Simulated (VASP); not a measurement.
# CsIr2 (I4/mcm) in VASP: a series of runs

Runs on CsIr2. Level: PBE. Tasks: single point, relaxation of cell and atoms.

Everything below comes from runs of VASP 6.6.1. Logs are shortened: lines on timing, memory, paths and dates and some standing lists are left out, and cuts for length are marked.

### Step 1. The cell of the first run

The structure is tetragonal, space group I4/mcm (No. 140). Conventional cell: a = 7.498 Å, b = 7.498 Å, c = 5.880 Å, α = 90.00°, β = 90.00°, γ = 90.00°. Within 3.9 Å of Cs (site symmetry 422) lie 2 Cs at 2.94 Å and 8 Ir at 3.38 Å. Within 3.1 Å of Ir (site symmetry m2m) lie 1 Ir at 2.31 Å.

### Step 2. Single point, PBE

Contents of INCAR:

```
SYSTEM = CsIr2
  PREC = Accurate
  ENCUT = 520
  EDIFF = 1E-6
  ISMEAR = 0
  SIGMA = 0.1
  LREAL = .FALSE.
  LASPH = .TRUE.
  NELM = 100
  ALGO = Normal
  ISIF = 2
  LWAVE = .FALSE.
  LCHARG = .TRUE.
  GGA = PE
  LELF = .TRUE.
  LVHAR = .TRUE.
  NBANDS = 36
```

Contents of KPOINTS:

```
Automatic mesh
0
G
  4 4 4
  0 0 0
```

Contents of POSCAR:

```
CsIr2
1.0
   -3.7487568399      3.7487568399      2.9402224915
    3.7487568399     -3.7487568399      2.9402224915
    3.7487568399      3.7487568399     -2.9402224915
Cs Ir
2 4
Direct
    0.2500000000      0.2500000000      0.0000000000
    0.7500000000      0.7500000000      0.0000000000
    0.6091557007      0.1091557007      0.7183114013
    0.1091557007      0.3908442993      0.5000000000
    0.3908442993      0.8908442993      0.2816885987
    0.8908442993      0.6091557007      0.5000000000
```

Potentials or basis: VASP PAW PBE potentials, release 64 (Cs_sv, Ir).

On the command line:

```console
> cat potpaw_PBE.64/Cs_sv/POTCAR potpaw_PBE.64/Ir/POTCAR > POTCAR
> mpirun -np 1 vasp_std > vasp.out
```

OUTCAR:

```text
SYSTEM = CsIr2
   PREC = Accurate
   ENCUT = 520
   EDIFF = 1E-6
   ISMEAR = 0
   LREAL = .FALSE.
   LASPH = .TRUE.
   NELM = 100
   ISIF = 2
   GGA = PE

 ion  position               nearest neighbor table
   1  0.250  0.250  0.000-   2 2.94   2 2.94
   2  0.750  0.750  0.000-   1 2.94   1 2.94
   3  0.609  0.109  0.718-   5 2.31   4 3.37   6 3.37   4 3.37   6 3.37
   4  0.109  0.391  0.500-   6 2.31   5 3.37   3 3.37   3 3.37   5 3.37
   5  0.391  0.891  0.282-   3 2.31   4 3.37   6 3.37   6 3.37   4 3.37
   6  0.891  0.609  0.500-   4 2.31   5 3.37   3 3.37   3 3.37   5 3.37

  LATTYP: Found a body centered tetragonal cell.
 ALAT       =     7.4975136798
 C/A-ratio  =     0.7843193403

  Lattice vectors:

 A1 = (  -3.7487568399,   3.7487568399,   2.9402224915)
 A2 = (   3.7487568399,  -3.7487568399,   2.9402224915)
 A3 = (   3.7487568399,   3.7487568399,  -2.9402224915)

Analysis of symmetry for initial positions (statically):
=====================================================================
 Subroutine PRICEL returns:
 Original cell was already a primitive cell.

 Routine SETGRP: Setting up the symmetry group for a
 body centered tetragonal supercell.

 Subroutine GETGRP returns: Found 16 space group operations
 (whereof  8 operations were pure point group operations)
 out of a pool of 16 trial point group operations.

The static configuration has the point symmetry C_4h.
 The point group associated with its full space group is D_4h.

Analysis of symmetry for dynamics (positions and initial velocities):
=====================================================================
 Subroutine PRICEL returns:
 Original cell was already a primitive cell.

 Routine SETGRP: Setting up the symmetry group for a
 body centered tetragonal supercell.

 Subroutine GETGRP returns: Found 16 space group operations
 (whereof  8 operations were pure point group operations)
 out of a pool of 16 trial point group operations.

The dynamic configuration has the point symmetry C_4h.
 The point group associated with its full space group is D_4h.

 Subroutine INISYM returns: Found 16 space group operations
 (whereof  8 operations are pure point group operations),
 and found     1 'primitive' translations

----------------------------------------------------------------------------------------

                                     Primitive cell

  volume of cell :     165.2779

  direct lattice vectors                    reciprocal lattice vectors
    -3.748756840  3.748756840  2.940222492     0.000000000  0.133377549  0.170055158
     3.748756840 -3.748756840  2.940222492     0.133377549  0.000000000  0.170055158
     3.748756840  3.748756840 -2.940222492     0.133377549  0.133377549  0.000000000

  length of vectors
     6.062282078  6.062282078  6.062282078     0.216121094  0.216121094  0.188624339

  position of ions in fractional coordinates (direct lattice)
     0.250000000  0.250000000  0.000000000
     0.750000000  0.750000000  0.000000000
     0.609155701  0.109155701  0.718311401
     0.109155701  0.390844299  0.500000000
     0.390844299  0.890844299  0.281688599
     0.890844299  0.609155701  0.500000000

  ion indices of the primitive-cell ions
   primitive index   ion index
                 1           1
                 2           2
                 3           3
                 4           4
                 5           5
                 6           6

----------------------------------------------------------------------------------------

 KPOINTS: Automatic mesh

Automatic generation of k-mesh.
 Grid dimensions read from file:
 generate k-points for:    4    4    4

 Generating k-lattice:

  Cartesian coordinates                     Fractional coordinates (reciprocal lattice)
     0.000000000  0.033344387  0.042513789     0.250000000 -0.000000000  0.000000000
     0.033344387  0.000000000  0.042513789    -0.000000000  0.250000000  0.000000000
     0.033344387  0.033344387  0.000000000     0.000000000  0.000000000  0.250000000

  Length of vectors
     0.054030274  0.054030274  0.047156085

  Shift w.r.t. Gamma in fractional coordinates (k-lattice)
     0.000000000  0.000000000  0.000000000

 Subroutine IBZKPT returns following result:
 ===========================================

 Found     13 irreducible k-points:

 Following reciprocal coordinates:
            Coordinates               Weight
  0.000000  0.000000  0.000000      1.000000
  0.250000 -0.000000  0.000000      8.000000
  0.500000 -0.000000  0.000000      4.000000
  0.250000  0.250000  0.000000      8.000000
  0.500000  0.250000  0.000000     16.000000
 -0.250000  0.250000  0.000000      4.000000
  0.500000  0.500000  0.000000      2.000000
  0.250000  0.250000  0.250000      2.000000
 -0.250000  0.250000  0.250000      4.000000
  0.500000  0.500000  0.250000      4.000000
 -0.250000  0.500000  0.250000      8.000000
 -0.250000 -0.250000  0.250000      2.000000
  0.500000  0.500000  0.500000      1.000000
   k-points           NKPTS =     13   k-points in BZ     NKDIM =     13   number of bands    NBANDS=     36
   number of dos      NEDOS =    301   number of ions     NIONS =      6
   total plane-waves  NPLWV = 110592
   dimension x,y,z NGX =    48 NGY =   48 NGZ =   48
   dimension x,y,z NGXF=    96 NGYF=   96 NGZF=   96
   ions per type =               2   4
   NGX,Y,Z   is equivalent  to a cutoff of  13.16, 13.16, 13.16 a.u.
   NGXF,Y,Z  is equivalent  to a cutoff of  26.33, 26.33, 26.33 a.u.
 SYSTEM =  CsIr2
   PREC   = accura    normal or accurate (medium, high low for compatibility)
   ISTART =      0    job   : 0-new  1-cont  2-samecut
   ICHARG =      2    charge: 1-file 2-atom 10-const
   ISPIN  =      1    spin polarized calculation?
   LNONCOLLINEAR =      F non collinear calculations
   LSORBIT =      F    spin-orbit coupling
   LASPH  =      T    aspherical Exc in radial PAW
   ENCUT  =  520.0 eV  38.22 Ry    6.18 a.u.  11.27 11.27 11.27*2*pi/ulx,y,z
   NELM   =    100;   NELMIN=  2; NELMDL= -5     # of ELM steps
   EDIFF  = 0.1E-05   stopping-criterion for ELM
   LREAL  =      F    real-space projection
[... 7 lines left out ...]
   TEBEG  =    0.0;   TEEND  =   0.0 temperature during run
   PSTRESS=    0.0 pullay stress
   NELECT =      54.0000    total number of electrons
[... 36 lines left out ...]

 E-fermi :   3.5300     XC(G=0): -10.2321

 val. band max:        3.5133299940   @ k =   0.5000  -0.0000   0.0000
 cond. band min:       3.5309201132   @ k =   0.0000   0.0000   0.0000
 fundamental gap:      0.0175901192
 Fermi energy:         3.5300302054

 k-point     1 :       0.0000    0.0000    0.0000
  band No.  band energies     occupation
      1     -18.7073      2.00000
      2     -17.2372      2.00000
      3      -7.9887      2.00000
      4      -5.6123      2.00000
      5      -5.6123      2.00000
      6      -4.3574      2.00000
[... 28 lines left out ...]
     35       7.3562      0.00000
     36       7.5051      0.00000

 k-point     2 :       0.2500   -0.0000    0.0000
  band No.  band energies     occupation
      1     -18.5320      2.00000
      2     -17.5066      2.00000
      3      -7.2466      2.00000
      4      -5.5062      2.00000
      5      -5.4768      2.00000
      6      -4.6059      2.00000
[... 28 lines left out ...]
     35       7.9695      0.00000
     36       8.1244      0.00000

 k-point     3 :       0.5000   -0.0000    0.0000
  band No.  band energies     occupation
      1     -18.0638      2.00000
      2     -18.0638      2.00000
      3      -5.3400      2.00000
      4      -5.3400      2.00000
      5      -5.1168      2.00000
      6      -5.1168      2.00000
[... 28 lines left out ...]
     35       8.0170      0.00000
     36       8.0170      0.00000

 k-point     4 :       0.2500    0.2500    0.0000
  band No.  band energies     occupation
      1     -18.0666      2.00000
      2     -18.0611      2.00000
      3      -5.3523      2.00000
      4      -5.3238      2.00000
      5      -5.2172      2.00000
      6      -5.1281      2.00000
[... 28 lines left out ...]
     35       6.9942      0.00000
     36       8.6290      0.00000

 k-point     5 :       0.5000    0.2500    0.0000
  band No.  band energies     occupation
      1     -18.5268      2.00000
      2     -17.5089      2.00000
      3      -7.2626      2.00000
      4      -5.6985      2.00000
      5      -5.4375      2.00000
      6      -4.6168      2.00000
[... 28 lines left out ...]
     35       7.1114      0.00000
     36       7.9578      0.00000

 k-point     6 :      -0.2500    0.2500    0.0000
  band No.  band energies     occupation
      1     -18.7032      2.00000
      2     -17.2383      2.00000
      3      -7.9999      2.00000
      4      -5.7891      2.00000
      5      -5.5806      2.00000
      6      -4.3439      2.00000
[... 28 lines left out ...]
     35       6.9468      0.00000
     36       7.4168      0.00000

 k-point     7 :       0.5000    0.5000    0.0000
  band No.  band energies     occupation
      1     -18.6992      2.00000
      2     -17.2394      2.00000
      3      -8.0111      2.00000
      4      -5.9445      2.00000
      5      -5.5483      2.00000
      6      -4.3302      2.00000
[... 28 lines left out ...]
     35       7.6541      0.00000
     36       7.8311      0.00000

 k-point     8 :       0.2500    0.2500    0.2500
  band No.  band energies     occupation
      1     -18.0637      2.00000
      2     -18.0637      2.00000
      3      -5.3314      2.00000
      4      -5.3314      2.00000
      5      -5.2528      2.00000
      6      -5.2528      2.00000
[... 28 lines left out ...]
     35       7.5544      0.00000
     36       7.5544      0.00000

 k-point     9 :      -0.2500    0.2500    0.2500
  band No.  band energies     occupation
      1     -18.6995      2.00000
      2     -17.2394      2.00000
      3      -8.0138      2.00000
      4      -5.7618      2.00000
      5      -5.6968      2.00000
      6      -4.3099      2.00000
[... 28 lines left out ...]
     35       7.7939      0.00000
     36       8.0603      0.00000

 k-point    10 :       0.5000    0.5000    0.2500
  band No.  band energies     occupation
      1     -18.6957      2.00000
      2     -17.2405      2.00000
      3      -8.0276      2.00000
      4      -5.8650      2.00000
      5      -5.6687      2.00000
      6      -4.2932      2.00000
[... 28 lines left out ...]
     35       6.6692      0.00000
     36       8.1135      0.00000

 k-point    11 :      -0.2500    0.5000    0.2500
  band No.  band energies     occupation
      1     -18.5220      2.00000
      2     -17.5114      2.00000
      3      -7.2843      2.00000
      4      -5.6167      2.00000
      5      -5.5914      2.00000
      6      -4.5248      2.00000
[... 28 lines left out ...]
     35       7.6435      0.00000
     36       8.1126      0.00000

 k-point    12 :      -0.2500   -0.2500    0.2500
  band No.  band energies     occupation
      1     -18.0695      2.00000
      2     -18.0584      2.00000
      3      -5.3638      2.00000
      4      -5.3143      2.00000
      5      -5.1821      2.00000
      6      -5.1821      2.00000
[... 28 lines left out ...]
     35       7.4332      0.00000
     36       9.0643      0.00000

 k-point    13 :       0.5000    0.5000    0.5000
  band No.  band energies     occupation
      1     -18.6922      2.00000
      2     -17.2415      2.00000
      3      -8.0441      2.00000
      4      -5.7814      2.00000
      5      -5.7814      2.00000
      6      -4.2553      2.00000
[... 28 lines left out ...]
     35       6.3920      0.00000
     36       7.6954      0.00000

------------------------ aborting loop because EDIFF is reached ----------------------------------------

  FORCE on cell =-STRESS in cart. coord.  units (eV):
  Direction    XX          YY          ZZ          XY          YZ          ZX
  --------------------------------------------------------------------------------------
  -------------------------------------------------------------------------------------
  Total        0.6961444      0.6961444      0.6508674      0.0000000      0.0000000      0.0000000
  in kB        6.7483125      6.7483125      6.3094045      0.0000000      0.0000000      0.0000000
  external PRESSURE =       6.6020098 kB  Pullay stress =       0.0000000 kB

 VOLUME and BASIS-vectors are now :
 -----------------------------------------------------------------------------
  energy-cutoff  :      520.00
  volume of cell :      165.28
      direct lattice vectors                 reciprocal lattice vectors
    -3.748756840  3.748756840  2.940222492     0.000000000  0.133377549  0.170055158
     3.748756840 -3.748756840  2.940222492     0.133377549  0.000000000  0.170055158
     3.748756840  3.748756840 -2.940222492     0.133377549  0.133377549  0.000000000

 POSITION                                       TOTAL-FORCE (eV/Angst)
 -----------------------------------------------------------------------------------
      0.00000      0.00000      1.47011         0.000000      0.000000      0.000000
      0.00000      0.00000      4.41033        -0.000000     -0.000000      0.000000
      0.81840      4.56715      0.00000         0.023512      0.023512     -0.000000
      2.93036      0.81840      0.00000        -0.023512      0.023512      0.000000
      2.93036     -0.81840      2.94022        -0.023512     -0.023512      0.000000
      0.81840      2.93036      2.94022         0.023512     -0.023512      0.000000
 -----------------------------------------------------------------------------------
    total drift:                               -0.000000      0.000000      0.000000

  FREE ENERGIE OF THE ION-ELECTRON SYSTEM (eV)
  ---------------------------------------------------
  free  energy   TOTEN  =       -22.9950518248 eV

  energy  without entropy=      -22.9134253779  energy(sigma->0) =      -22.95423860
```

Run time: 1.8 min. Hardware: 1 thread of Oxide Virtual Turin-like, shared host; peak memory 0.31 GiB.

What came out:

```
Free energy            : -22.9951 eV
Pressure               : 0.7 GPa
Largest force          : 0.033 eV/Å
Band gap on the k mesh : zero (bands 27 and 28 overlap by 0.18 eV)
```

Forces on the atoms (eV/Å):
```
Cs   0.000  0.000  0.000
Cs   0.000  0.000  0.000
Ir   0.024  0.024  0.000
Ir  -0.024  0.024  0.000
Ir  -0.024 -0.024  0.000
Ir   0.024 -0.024  0.000
```

Caveat: spin-orbit coupling is left out, which moves the levels of the heavy elements.

### Step 3. Relaxation of cell and atoms, PBE

This run uses another cell than the first one, of 24.43 Å³/atom.

Contents of INCAR:

```
ALGO     = Fast           # electronic algorithm
EDIFF    = 1E-7           # SCF threshold, eV
EDIFFG   = -0.04          # ionic threshold
ENCUT    = 600            # plane-wave cutoff, eV
GGA      = PE             # functional
IBRION   = 2              # ionic algorithm
ISIF     = 3              # what is computed and relaxed
ISMEAR   = 0              # smearing method
LASPH    = T              # aspherical terms in the spheres
LCHARG   = F              # write CHGCAR
LREAL    = F              # projectors in reciprocal space
LWAVE    = F              # write WAVECAR
NELM     = 80             # most SCF steps
NSW      = 90             # ionic steps
PREC     = Accurate       # precision mode
SIGMA    = 0.1            # smearing width, eV
```

Contents of KPOINTS:

```
k-points
0
Gamma
  4 4 4
```

Contents of POSCAR:

```
CsIr2
1.0
   -3.5308531916      3.5308531916      2.9390862825
    3.5308531916     -3.5308531916      2.9390862825
    3.5308531916      3.5308531916     -2.9390862825
Cs Ir
2 4
Direct
    0.2500000000      0.2500000000      0.0000000000
    0.7500000000      0.7500000000      0.0000000000
    0.6670000000      0.1670000000      0.8340000000
    0.1670000000      0.3330000000      0.5000000000
    0.3330000000      0.8330000000      0.1660000000
    0.8330000000      0.6670000000      0.5000000000
```

Potentials or basis: VASP PAW PBE potentials, release 64 (Cs_sv, Ir).

On the command line:

```console
> cat potpaw_PBE.64/Cs_sv/POTCAR potpaw_PBE.64/Ir/POTCAR > POTCAR
> mpirun -np 1 vasp_std > vasp.out
```

Wall time 64 min (1 thread of Oxide Virtual Turin-like, shared host); peak memory 0.34 GiB.

Results (log left out):

- Free energy: -33.2202 eV
- Relaxed volume: 24.50 Å³/atom
- Relaxed cell: a = 6.836 Å, b = 6.836 Å, c = 6.836 Å, α = 136.95°, β = 136.95°, γ = 62.51°
- Space group after relaxing (to 0.1 Å): I4/mcm (No. 140)
- Energy gained by relaxing: 2361.9 meV/atom
- Ionic steps: 28
- Pressure after relaxing: 0.0 GPa
- Largest force after relaxing: 0.005 eV/Å
- Band gap on the k mesh: zero (bands 27 and 28 overlap by 1.10 eV)

Forces on the atoms (eV/Å):
```
Cs   0.000  0.000  0.000
Cs   0.000  0.000  0.000
Ir   0.003  0.003  0.000
Ir  -0.003  0.003  0.000
Ir  -0.003 -0.003  0.000
Ir   0.003 -0.003  0.000
```

Stress tensor (GPa, compression positive):
```
0.00 0.00 0.00
0.00 0.00 0.00
0.00 0.00 0.08
```

The path:
| step | energy change (eV) | largest force (eV/Å) | pressure (GPa) | volume (Å³) |
| --- | --- | --- | --- | --- |
| 1 | 0.0000 | 0.9773 | -2.29 | 146.57 |
| 2 | -0.5875 | 1.4118 | -0.92 | 139.11 |
| 3 | -1.9952 | 0.7625 | 16.70 | 116.54 |
| 4 | -2.0984 | 0.5141 | 17.64 | 116.24 |
| 5 | -2.3349 | 0.2708 | 21.27 | 115.29 |
| 6 | -2.2392 | 3.0796 | 32.57 | 113.09 |
| 7 | -2.4256 | 1.1522 | 25.04 | 114.43 |
| 8 | -2.8181 | 1.3517 | 23.63 | 116.21 |
| 9 | -3.7949 | 2.4434 | 20.53 | 121.46 |
| 10 | -4.7310 | 5.9801 | 19.41 | 131.68 |
| 11 | -6.1455 | 3.5945 | 9.61 | 140.99 |
| 12 | -7.4404 | 0.4875 | -1.95 | 159.89 |
| 13 | -7.5865 | 0.3827 | -5.06 | 168.72 |
| 14 | -7.5870 | 0.6890 | -6.17 | 172.78 |
| 15 | -8.4307 | 0.4623 | -7.04 | 177.67 |
| 16 | -10.3461 | 0.3092 | -11.05 | 189.86 |
| 17 | -10.4607 | 0.6947 | -14.06 | 194.09 |
| 18 | -10.4663 | 0.4577 | -12.12 | 191.59 |
| 19 | -11.9872 | 2.7295 | -8.69 | 173.81 |
| 20 | -12.2765 | 4.2230 | -5.07 | 165.33 |
| 21 | -13.6658 | 2.9403 | 2.28 | 148.22 |
| 22 | -13.7755 | 2.1400 | 6.97 | 142.40 |
| 23 | -14.1617 | 0.0917 | -1.14 | 148.40 |
| 24 | -14.1635 | 0.1847 | -0.64 | 147.94 |
| 25 | -14.1634 | 0.1614 | -0.77 | 148.05 |
| 26 | -14.1691 | 0.0924 | -0.22 | 147.34 |
| 27 | -14.1706 | 0.0366 | 0.27 | 146.77 |
| 28 | -14.1711 | 0.0049 | 0.03 | 147.01 |

Final structure:
```
Cs Ir
1.0
    -2.50785    2.50785    5.84368
     2.50785   -2.50785    5.84368
     2.50785    2.50785   -5.84368
Cs Ir
2 4
Cartesian
  0.0000 0.0000 2.9218
  0.0000 0.0000 8.7655
  0.8922 3.4000 0.0000
  1.6157 0.8922 0.0000
  1.6157 -0.8922 5.8437
  0.8922 1.6157 5.8437
```

Levels at points of the mesh, in eV from the Fermi level:
```tsv
k point	band 24	band 25	band 26	band 27	band 28	band 29	band 30	band 31
(0.00, 0.00, 0.00)	-1.13	-1.01	-0.62	0.37	0.53	0.54	0.54	1.43
(0.50, 0.00, 0.00)	-1.22	-0.93	-0.93	0.10	0.10	0.40	0.40	3.02
(0.50, 0.50, 0.00)	-1.40	-1.24	-0.75	-0.65	-0.62	-0.04	0.03	2.63
(0.50, 0.50, 0.50)	-1.22	-0.80	-0.80	-0.25	0.04	0.37	0.55	0.55
```

Caveat: a cell axis changed by over 15 % at a fixed basis, so the end point is rough; spin-orbit coupling is left out, which moves the levels of the heavy elements.

The gap in the log of VASP goes by the Fermi energy; the results here count the filled bands.